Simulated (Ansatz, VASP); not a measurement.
## One calculation of SnO2, two programs

```
Sn O
1.0
     0.00000    2.57415    2.57415
     2.57415    0.00000    2.57415
     2.57415    2.57415    0.00000
Sn O
1 2
Direct
  0.00000 0.00000 0.00000
  0.75000 0.75000 0.75000
  0.25000 0.25000 0.25000
```

Alike in both runs: functional PBEsol; k mesh 7 × 7 × 7; occupations fermi-dirac, width 0.05 eV; non-collinear spin, spin-orbit coupling.

|  | VASP | Ansatz |
| --- | --- | --- |
| version | VASP 6.6.1 | Ansatz 0.2.0 |
| potentials or method | VASP PAW PBE potentials, release 64 (Sn_d, O) | Ansatz PAW |
| plane-wave cutoff (eV) | 520 | 420 |
| valence electrons in the cell | 26 | 26 |
| task | single point | band structure |

Ansatz gave:

* pressure (GPa): -7.0

Problem. Estimate VASP's values.

Solution. Pressure (GPa): -6.5.

VASP's potentials were made for PBE, not for PBEsol. With one functional, cell and mesh, what is left measures potentials, basis and numerics.

Noted on Ansatz's run: Pulay correction over one GPa.
